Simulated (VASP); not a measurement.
# KF (Carobbiite) in VASP: a series of runs

KF (Carobbiite) is run at these levels: PBE; tasks: single point.

All numbers are computed with VASP 6.6.1; they aren't measurements. Logs are shortened: lines on timing, memory, paths and dates and some standing lists are left out, and cuts for length are marked.

### 1 The cell of the first run

The structure is monoclinic, space group Cm (No. 8). The conventional cell has a = 6.545 Å, b = 3.779 Å, c = 3.779 Å, α = 90.00°, β = 125.26°, γ = 90.00°. Within 2.9 Å of K (site symmetry m) lie 3 F at 2.23 to 2.25 Å. F (site symmetry m) has 3 K at 2.23 to 2.25 Å within 2.9 Å.

### 2 Single point, PBE

Contents of INCAR:

```
ALGO = Normal
EDIFF = 1E-6
ENCUT = 520
GGA = PE
ISIF = 2
ISMEAR = -1
LASPH = True
LCHARG = True
LELF = True
LREAL = False
LVHAR = True
LWAVE = False
NBANDS = 15
NELM = 60
PREC = Accurate
SIGMA = 0.02
```

Contents of KPOINTS:

```
k-points
0
Gamma
  7 7 7
```

Contents of POSCAR:

```
KF
1.0
    0.0000000000      2.6718500000      2.6718500000
    2.6718500000      0.0000000000      2.6718500000
    2.6718500000      2.6718500000      0.0000000000
K F
1 1
Direct
    0.1786909819      0.0567054662      0.0567054662
    0.5713088310      0.4432945338      0.4432945338
```

Potentials or basis: VASP PAW PBE potentials, release 64 (K_sv, F).

Command:

```bash
> cat potpaw_PBE.64/K_sv/POTCAR potpaw_PBE.64/F/POTCAR > POTCAR
> mpirun -np 1 vasp_std > vasp.out
```

OUTCAR:

```text
EDIFF = 1E-6
   ENCUT = 520
   GGA = PE
   ISIF = 2
   ISMEAR = -1
   LASPH = True
   LREAL = False
   NELM = 60
   PREC = Accurate

 ion  position               nearest neighbor table
   1  0.179  0.057  0.057-   2 2.23   2 2.25   2 2.25
   2  0.571  0.443  0.443-   1 2.23   1 2.25   1 2.25

  LATTYP: Found a face centered cubic cell.
 ALAT       =     5.3437000000

  Lattice vectors:

 A1 = (   0.0000000000,   2.6718500000,   2.6718500000)
 A2 = (   2.6718500000,   0.0000000000,   2.6718500000)
 A3 = (   2.6718500000,   2.6718500000,   0.0000000000)

Analysis of symmetry for initial positions (statically):
=====================================================================
 Subroutine PRICEL returns:
 Original cell was already a primitive cell.

 Routine SETGRP: Setting up the symmetry group for a
 face centered cubic supercell.

 Subroutine GETGRP returns: Found  2 space group operations
 (whereof  2 operations were pure point group operations)
 out of a pool of 48 trial point group operations.

The static configuration has the point symmetry C_1h.

Analysis of symmetry for dynamics (positions and initial velocities):
=====================================================================
 Subroutine PRICEL returns:
 Original cell was already a primitive cell.

 Routine SETGRP: Setting up the symmetry group for a
 face centered cubic supercell.

 Subroutine GETGRP returns: Found  2 space group operations
 (whereof  2 operations were pure point group operations)
 out of a pool of 48 trial point group operations.

The dynamic configuration has the point symmetry C_1h.

 Subroutine INISYM returns: Found  2 space group operations
 (whereof  2 operations are pure point group operations),
 and found     1 'primitive' translations

----------------------------------------------------------------------------------------

                                     Primitive cell

  volume of cell :      38.1475

  direct lattice vectors                    reciprocal lattice vectors
     0.000000000  2.671850000  2.671850000    -0.187136254  0.187136254  0.187136254
     2.671850000  0.000000000  2.671850000     0.187136254 -0.187136254  0.187136254
     2.671850000  2.671850000  0.000000000     0.187136254  0.187136254 -0.187136254

  length of vectors
     3.778566507  3.778566507  3.778566507     0.324129500  0.324129500  0.324129500

  position of ions in fractional coordinates (direct lattice)
     0.178690982  0.056705466  0.056705466
     0.571308831  0.443294534  0.443294534

  ion indices of the primitive-cell ions
   primitive index   ion index
                 1           1
                 2           2

----------------------------------------------------------------------------------------

 KPOINTS: k-points

Automatic generation of k-mesh.
 Grid dimensions read from file:
 generate k-points for:    7    7    7

 Generating k-lattice:

  Cartesian coordinates                     Fractional coordinates (reciprocal lattice)
    -0.026733751  0.026733751  0.026733751     0.142857143  0.000000000  0.000000000
     0.026733751 -0.026733751  0.026733751     0.000000000  0.142857143  0.000000000
     0.026733751  0.026733751 -0.026733751     0.000000000  0.000000000  0.142857143

  Length of vectors
     0.046304214  0.046304214  0.046304214

  Shift w.r.t. Gamma in fractional coordinates (k-lattice)
     0.000000000  0.000000000  0.000000000

 Subroutine IBZKPT returns following result:
 ===========================================

 Found    100 irreducible k-points:

 Following reciprocal coordinates:
            Coordinates               Weight
  0.000000  0.000000  0.000000      1.000000
  0.142857  0.000000  0.000000      2.000000
  0.000000  0.142857  0.000000      4.000000
  0.142857  0.142857  0.142857      2.000000
  0.285714  0.000000  0.000000      2.000000
  0.000000  0.285714  0.000000      4.000000
[... 16 lines left out ...]
  0.142857  0.142857 -0.285714      4.000000
  0.428571  0.285714  0.428571      4.000000
 [... further k-points ...]
   k-points           NKPTS =    100   k-points in BZ     NKDIM =    100   number of bands    NBANDS=     15
   number of dos      NEDOS =    301   number of ions     NIONS =      2
   total plane-waves  NPLWV =  21952
   dimension x,y,z NGX =    28 NGY =   28 NGZ =   28
   dimension x,y,z NGXF=    56 NGYF=   56 NGZF=   56
   ions per type =               1   1
   NGX,Y,Z   is equivalent  to a cutoff of  12.32, 12.32, 12.32 a.u.
   NGXF,Y,Z  is equivalent  to a cutoff of  24.64, 24.64, 24.64 a.u.
 SYSTEM =  unknown system
   PREC   = accura    normal or accurate (medium, high low for compatibility)
   ISTART =      0    job   : 0-new  1-cont  2-samecut
   ICHARG =      2    charge: 1-file 2-atom 10-const
   ISPIN  =      1    spin polarized calculation?
   LNONCOLLINEAR =      F non collinear calculations
   LSORBIT =      F    spin-orbit coupling
   LASPH  =      T    aspherical Exc in radial PAW
   ENCUT  =  520.0 eV  38.22 Ry    6.18 a.u.   7.03  7.03  7.03*2*pi/ulx,y,z
   NELM   =     60;   NELMIN=  2; NELMDL= -5     # of ELM steps
   EDIFF  = 0.1E-05   stopping-criterion for ELM
   LREAL  =      F    real-space projection
   EDIFFG = 0.1E-04   stopping-criterion for IOM
   NSW    =      0    number of steps for IOM
   IBRION =     -1    ionic relax: 0-MD 1-quasi-New 2-CG
   NFREE  =      0    steps in history (QN), initial steepest desc. (CG)
   ISIF   =      2    stress and relaxation
   ISYM   =      2    0-nonsym 1-usesym 2-fastsym
   POTIM  = 0.5000    time-step for ionic-motion
   TEBEG  =    0.0;   TEEND  =   0.0 temperature during run
   PSTRESS=    0.0 pullay stress
   NELECT =      16.0000    total number of electrons
   NUPDOWN=      -1.0000    fix difference up-down
   EMIN   =  10.00;   EMAX   =-10.00  energy-range for DOS
   EFERMI =   0.00;   METHOD = LEGACY
   ISMEAR =    -1;   SIGMA  =   0.02  broadening in eV -4-tet -1-fermi 0-gaus
   EFERMI_NEDOS =   21; number of points for ismear=-14 and -15
   IALGO  =     38    algorithm
   IMIX   =      4    mixing-type and parameters
     AMIX     =   0.40;   BMIX     =  1.00
     AMIX_MAG =   1.60;   BMIX_MAG =  1.00
  volume/ion in A,a.u.               =      19.07       128.72
  Fermi-wavevector in a.u.,A,eV,Ry     =   1.225442  2.315750 20.431978  1.501708
  Thomas-Fermi vector in A             =   2.360480
   LORBIT       =      0    0 simple, 1 ext, 2 COOP (PROOUT), +10 PAW based schemes
   GGA     = PE    functional components
   LHFCALC =     F    Hartree Fock is set to
   AEXX    =    0.0000 exact exchange contribution
   IVDW    =     0    specifies the selected vdW correction
   LEPSILON=     F    determine dielectric tensor
   LRPA    =     F    only Hartree local field effects (RPA)
 non-spin polarized calculation
  energy-cutoff  :      520.00
  volume of cell :       38.15
 maximum number of plane-waves:      1040
   NGX = 13   NGY = 13   NGZ = 13

 number of electron      16.0000001 magnetization

 Free energy of the ion-electron system (eV)
  ---------------------------------------------------
  ext. energy  EPLUGINS =         0.00000000
  ---------------------------------------------------
  free energy    TOTEN  =        -7.50726441 eV

  energy without entropy =       -7.50726441  energy(sigma->0) =       -7.50726441

 E-fermi :  -2.2098     XC(G=0):  -8.2600

 val. band max:       -2.7351334158   @ k =   0.0000  -0.2857   0.2857
 cond. band min:       2.9711787507   @ k =   0.0000   0.0000   0.0000
 fundamental gap:      5.7063121664
 Fermi energy:        -2.2097953105

 k-point     1 :       0.0000    0.0000    0.0000
  band No.  band energies     occupation
      1     -28.5927      2.00000
      2     -21.6238      2.00000
      3     -11.8853      2.00000
      4     -11.8687      2.00000
      5     -11.8257      2.00000
      6      -3.2175      2.00000
      7      -3.1867      2.00000
      8      -3.0946      2.00000
      9       2.9712      0.00000
     10       8.5489      0.00000
     11       8.5790      0.00000
     12       9.2509      0.00000
     13      11.3106      0.00000
     14      11.3306      0.00000
     15      14.3493      0.00000

 k-point     2 :       0.1429    0.0000    0.0000
  band No.  band energies     occupation
      1     -28.5604      2.00000
      2     -21.6927      2.00000
      3     -11.9454      2.00000
      4     -11.8986      2.00000
      5     -11.7722      2.00000
      6      -3.2818      2.00000
      7      -3.1472      2.00000
      8      -3.0956      2.00000
      9       3.4476      0.00000
     10       8.0748      0.00000
     11       8.4471      0.00000
     12       9.4677      0.00000
     13      11.3040      0.00000
     14      11.4323      0.00000
     15      14.9171      0.00000

 k-point     3 :       0.0000    0.1429    0.0000
  band No.  band energies     occupation
      1     -28.5609      2.00000
      2     -21.6906      2.00000
      3     -11.9393      2.00000
      4     -11.9096      2.00000
      5     -11.7711      2.00000
      6      -3.3008      2.00000
      7      -3.1267      2.00000
      8      -3.0973      2.00000
      9       3.4483      0.00000
     10       8.0870      0.00000
     11       8.4337      0.00000
     12       9.4799      0.00000
     13      11.2886      0.00000
     14      11.4445      0.00000
     15      14.9334      0.00000
[... 343 lines left out ...]
 k-point    23 :       0.1429    0.1429   -0.2857
  band No.  band energies     occupation
      1     -28.4271      2.00000
      2     -21.9522      2.00000
      3     -12.0607      2.00000
      4     -12.0119      2.00000
      5     -11.7726      2.00000
      6      -3.5102      2.00000
      7      -3.0444      2.00000
      8      -2.8333      2.00000
      9       5.4415      0.00000
     10       6.9540      0.00000
     11       8.5852      0.00000
     12       9.0677      0.00000
     13      11.8223      0.00000
     14      12.2156      0.00000
     15      14.6705      0.00000

 k-point    24 :       0.4286    0.2857    0.4286
  band No.  band energies     occupation
      1     -28.4957      2.00000
      2     -21.6914      2.00000
      3     -12.3159      2.00000
      4     -11.9864      2.00000
      5     -11.8434      2.00000
      6      -3.5902      2.00000
      7      -3.2948      2.00000
      8      -3.2414      2.00000
      9       6.3458      0.00000
     10       7.6310      0.00000
     11       9.9855      0.00000
     12      10.6481      0.00000
     13      10.7441      0.00000
     14      11.3164      0.00000
     15      13.4264      0.00000

 [... further k-points ...]

------------------------ aborting loop because EDIFF is reached ----------------------------------------

  FORCE on cell =-STRESS in cart. coord.  units (eV):
  Direction    XX          YY          ZZ          XY          YZ          ZX
  --------------------------------------------------------------------------------------
  -------------------------------------------------------------------------------------
  Total        3.4432935      3.1931259      3.1931259     -1.4566213     -1.3489496     -1.4566213
  in kB      144.6166860    134.1097663    134.1097663    -61.1773993    -56.6552395    -61.1773995
  external PRESSURE =     137.6120729 kB  Pullay stress =       0.0000000 kB

 VOLUME and BASIS-vectors are now :
 -----------------------------------------------------------------------------
  energy-cutoff  :      520.00
  volume of cell :       38.15
      direct lattice vectors                 reciprocal lattice vectors
     0.000000000  2.671850000  2.671850000    -0.187136254  0.187136254  0.187136254
     2.671850000  0.000000000  2.671850000     0.187136254 -0.187136254  0.187136254
     2.671850000  2.671850000  0.000000000     0.187136254  0.187136254 -0.187136254

 POSITION                                       TOTAL-FORCE (eV/Angst)
 -----------------------------------------------------------------------------------
      0.30302      0.62894      0.62894        -0.762679     -0.611749     -0.611749
      2.36883      2.71087      2.71087         0.762679      0.611749      0.611749
 -----------------------------------------------------------------------------------
    total drift:                               -0.000031     -0.000086     -0.000086

  FREE ENERGIE OF THE ION-ELECTRON SYSTEM (eV)
  ---------------------------------------------------
  free  energy   TOTEN  =        -7.5072644073 eV

  energy  without entropy=       -7.5072644073  energy(sigma->0) =       -7.50726441
```

Wall time 43 s (1 thread of Intel Xeon Platinum 8259CL at 2.50GHz (Skylake/Cascade Lake), shared host); peak memory 0.19 GiB.

What came out:

* Free energy: -7.5073 eV
* Pressure: 13.8 GPa
* Largest force: 1.153 eV/Å
* Band gap on the k mesh: 5.71 eV, indirect (least direct gap 6.07 eV)

Forces on the atoms (eV/Å):
```
K   -0.763 -0.612 -0.612
F    0.763  0.612  0.612
```

Stress tensor (GPa, compression positive):
```
14.46 -6.12 -6.12
-6.12 13.41 -5.67
-6.12 -5.67 13.41
```

Levels at points of the mesh, in eV from the valence-band top:
```csv
k point,band 4,band 5,band 6,band 7,band 8,band 9,band 10,band 11,band 12,band 13
"(0.00, 0.00, 0.00)",-9.13,-9.09,-0.48,-0.45,-0.36,5.71,11.28,11.31,11.99,14.05
```

Caveat: forces of over 1 eV/Å act on the atoms, so gaps and moduli don't describe the material at rest.

### 3 Single point, PBE

Contents of INCAR:

```
SYSTEM = KF
PREC     = Accurate       ! precision mode
ENCUT    = 520            ! plane-wave cutoff, eV
EDIFF    = 1E-6           ! SCF threshold, eV
ISMEAR   = -1             ! smearing method
SIGMA    = 0.02           ! smearing width, eV
LREAL    = .False.        ! projectors in reciprocal space
LASPH    = .True.         ! aspherical terms in the spheres
NELM     = 100            ! most SCF steps
ALGO     = Normal         ! electronic algorithm
ISIF     = 2              ! what is computed and relaxed
LWAVE    = .False.        ! write WAVECAR
LCHARG   = .True.         ! write CHGCAR
GGA      = PE             ! functional
LELF     = .True.         ! ELF
LVHAR    = .True.       
NBANDS   = 15             ! bands
```

Contents of KPOINTS:

```
Automatic mesh
0
Gamma
  7 7 7
  0 0 0
```

Contents of POSCAR:

```
KF
1.0
    0.0000000000      2.6718500000      2.6718500000
    2.6718500000      0.0000000000      2.6718500000
    2.6718500000      2.6718500000      0.0000000000
K F
1 1
Direct
    0.6269096319      0.0826945749      0.0826945749
    0.6230901810      0.4173054251      0.4173054251
```

Potentials or basis: VASP PAW PBE potentials, release 64 (K_sv, F).

Command:

```bash
> cat potpaw_PBE.64/K_sv/POTCAR potpaw_PBE.64/F/POTCAR > POTCAR
> mpirun -np 1 vasp_std > vasp.out
```

OUTCAR:

```text
SYSTEM = KF
   PREC = Accurate
   ENCUT = 520
   EDIFF = 1E-6
   ISMEAR = -1
   LREAL = .False.
   LASPH = .True.
   NELM = 100
   ISIF = 2
   GGA = PE

 ion  position               nearest neighbor table
   1  0.627  0.083  0.083-   2 2.18   2 2.18   2 2.18
   2  0.623  0.417  0.417-   1 2.18   1 2.18   1 2.18

  LATTYP: Found a face centered cubic cell.
 ALAT       =     5.3437000000

  Lattice vectors:

 A1 = (   0.0000000000,   2.6718500000,   2.6718500000)
[... 615 lines left out ...]
 [... further k-points ...]

------------------------ aborting loop because EDIFF is reached ----------------------------------------

  FORCE on cell =-STRESS in cart. coord.  units (eV):
  Direction    XX          YY          ZZ          XY          YZ          ZX
  --------------------------------------------------------------------------------------
  -------------------------------------------------------------------------------------
  Total        4.5245524      4.5250448      4.5250448      2.2807126     -2.2811217      2.2807126
  in kB      190.0290457    190.0497272    190.0497272     95.7888437    -95.8060247     95.7888436
  external PRESSURE =     190.0428333 kB  Pullay stress =       0.0000000 kB

 VOLUME and BASIS-vectors are now :
 -----------------------------------------------------------------------------
  energy-cutoff  :      520.00
  volume of cell :       38.15
      direct lattice vectors                 reciprocal lattice vectors
     0.000000000  2.671850000  2.671850000    -0.187136254  0.187136254  0.187136254
     2.671850000  0.000000000  2.671850000     0.187136254 -0.187136254  0.187136254
     2.671850000  2.671850000  0.000000000     0.187136254  0.187136254 -0.187136254

 POSITION                                       TOTAL-FORCE (eV/Angst)
 -----------------------------------------------------------------------------------
      0.44189      1.89596      1.89596        -0.001455      0.001898      0.001898
      2.22996      2.77978      2.77978         0.001455     -0.001898     -0.001898
 -----------------------------------------------------------------------------------
    total drift:                               -0.000024      0.000026      0.000026

  FREE ENERGIE OF THE ION-ELECTRON SYSTEM (eV)
  ---------------------------------------------------
  free  energy   TOTEN  =        -7.1675359569 eV

  energy  without entropy=       -7.1675359569  energy(sigma->0) =       -7.16753596
```

stdout:

```text
POSCAR found type information on POSCAR K F
 POSCAR found :  2 types and       2 ions
 scaLAPACK will be used
 LDA part: xc-table for (Slater+PW92), standard interpolation
 POSCAR, INCAR and KPOINTS ok, starting setup
 FFT: planning ... GRIDC
 FFT: planning ... GRID_SOFT
 FFT: planning ... GRID
 WAVECAR not read
 entering main loop
```

It took 60 s on 1 thread of Intel Xeon Platinum 8259CL at 2.50GHz (Skylake/Cascade Lake), shared host; peak memory 0.19 GiB.

Results:

```yaml
Free_energy: -7.1675 eV
Pressure: 19.0 GPa
Largest_force: 0.003 eV/Å
Band_gap_on_the_k_mesh: 5.16 eV, indirect (least direct gap 5.84 eV)
```

Forces in eV/Å, atoms in the order of the input:
```
K   -0.001  0.002  0.002
F    0.001 -0.002 -0.002
```

A k mesh can miss the band edges.

[end of part 1 of 2]
